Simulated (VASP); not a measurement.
Here is a VASP 6.6.1 calculation.

INCAR

```
SYSTEM = NaF
PREC = Accurate
ENCUT = 520
EDIFF = 1E-6
ISMEAR = -1
SIGMA = 0.02
LREAL = .False.
LASPH = .True.
NELM = 100
ALGO = Normal
ISIF = 2
LWAVE = .False.
LCHARG = .False.
GGA = PS
NBANDS = 14
```

File KPOINTS:

```
Automatic mesh
0
Gamma
  10 10 10
  0 0 0
```

Contents of POSCAR:

```
NaF
1.0
    0.0000000000      2.3147458210      2.3147458210
    2.3147458210      0.0000000000      2.3147458210
    2.3147458210      2.3147458210      0.0000000000
Na F
1 1
Direct
    0.0000000000      0.0000000000      0.0000000000
    0.5000000000      0.5000000000      0.5000000000
```

Potentials or basis: VASP PAW PBE potentials, release 64 (Na_pv, F).

Command:

```bash
$ cat potpaw_PBE.64/Na_pv/POTCAR potpaw_PBE.64/F/POTCAR > POTCAR
$ mpirun -np 1 vasp_std > vasp.out
```

(1) Predict the pressure.

(2) What does it give for the band gap on the k mesh?

Answers

(1) -0.1 GPa.

(2) 6.18 eV, direct.

Caveat: the PAW data sets were made with another functional, which shifts forces and pressure a little.
